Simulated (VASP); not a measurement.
Here is a VASP 6.6.1 calculation.

Contents of INCAR:

```
  PREC = Accurate
  ENCUT = 600
  EDIFF = 1E-6
  ISMEAR = 0
  SIGMA = 0.05
  LREAL = F
  LASPH = T
  NELM = 120
  ALGO = Normal
  ISIF = 2
  LWAVE = F
  LCHARG = T
  GGA = PE
  IVDW = 12
  LELF = T
  LVHAR = T
  NBANDS = 11
  GGA_COMPAT = F
```

Contents of KPOINTS:

```
Automatic mesh
0
Gamma
  8 8 8
```

Contents of POSCAR:

```
BeS
1.0
    0.0000000000      2.3791016130      2.3791016130
    2.3791016130      0.0000000000      2.3791016130
    2.3791016130      2.3791016130      0.0000000000
Be S
1 1
Direct
    0.0000000000      0.0000000000      0.0000000000
    0.7500000000      0.7500000000      0.7500000000
```

Potentials or basis: VASP PAW PBE potentials, release 64 (Be, S).

Launch:

```console
$ cat potpaw_PBE.64/Be/POTCAR potpaw_PBE.64/S/POTCAR > POTCAR
$ mpirun -np 1 vasp_std > vasp.out
```

Task: Estimate the band gap on the k mesh.

Result: 2.97 eV (least direct gap 5.64 eV).

Task: Estimate the pressure.

Result: 3.9 GPa.

Caveat: three body term missing; the cell stands under pressure. A k mesh can miss the band edges.
